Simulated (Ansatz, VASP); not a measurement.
# Two plane-wave programs on Sn3PbS4

```xyz
8
Lattice="4.2006 -5.9405 0.0000 4.2006 5.9405 0.0000 0.0000 0.0000 4.2006" Properties=species:S:1:pos:R:3 pbc="T T T"
Sn    2.1003    2.9703    0.0000
Sn    0.0000    0.0000    2.1003
Sn    2.1003   -2.9703    0.0000
Pb    4.2006    0.0000    2.1003
S     6.3009    0.0000    0.0000
S     4.2006   -2.9703    2.1003
S     4.2006    2.9703    2.1003
S     2.1003    0.0000    0.0000
```

Alike in both runs: task single point; functional PBE; k mesh 4 × 4 × 4; occupations gaussian, width 0.1 eV; no spin polarisation.

```csv
,VASP,Ansatz
version,VASP 6.6.1,Ansatz 0.2.0
potentials or method,"VASP PAW PBE potentials, release 64 (Sn_d, Pb_d, S), cutoff 520 eV","scalar-relativistic, plane waves, PAW"
valence electrons in the cell,80,80
```

```csv
,VASP,Ansatz,Ansatz less VASP
gap on the k mesh at the Fermi level (eV),none,none,-
pressure (GPa),-1.5,-1.4,+0.05
"traceless stress, the component that is largest in VASP (GPa)",0.05,0.05,-0.002
rms of the force components (eV/Å),0.093,0.093,+0.0004
```

Atom by atom the forces differ by 0.000 eV/Å (rms over components). A gap of «none» marks a metal or a gap that the smearing closes.

The k mesh is coarse, so the values compare programs but aren't converged. Neither program's run includes spin-orbit coupling.
